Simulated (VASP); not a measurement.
Na: single point with LDA

Crystal: Na.

```
CELL_PARAMETERS angstrom
-1.94409 1.94409 1.94409
1.94409 -1.94409 1.94409
1.94409 1.94409 -1.94409
ATOMIC_POSITIONS crystal
Na 0.00000 0.00000 0.00000
```

This cell differs from its parent crystal: volume scaled by 0.88.

```yaml
Program: VASP 6.6.1
Task: single point
Functional: LDA
Potentials_or_basis: VASP PAW LDA potentials, release 64 (Na_pv)
Cutoff: 520 eV
k_mesh: 18 × 18 × 18
Occupations: fermi-dirac, width 0.1 eV
Spin: no spin polarisation
```

| Property | Result |
| --- | --- |
| Pressure | 1.4 GPa |

Levels at points of the mesh, in eV from the Fermi level:
```csv
k point,band 1,band 2,band 3,band 4,band 5,band 6,band 7,band 8
"(0.00, 0.00, 0.00)",-24.80,-24.80,-24.80,-3.81,13.19,13.19,13.19,14.46
"(0.50, 0.00, 0.00)",-24.88,-24.82,-24.80,0.84,1.43,9.17,10.70,10.72
"(0.50, 0.50, 0.50)",-24.85,-24.85,-24.85,4.94,4.94,5.70,5.70,5.70
```

Wall time 38 s on 1 thread of Intel(R) Xeon(R) Platinum 8259CL CPU @ 2.50GHz (Skylake/Cascade Lake) (shared host), peak memory 0.16 GiB.
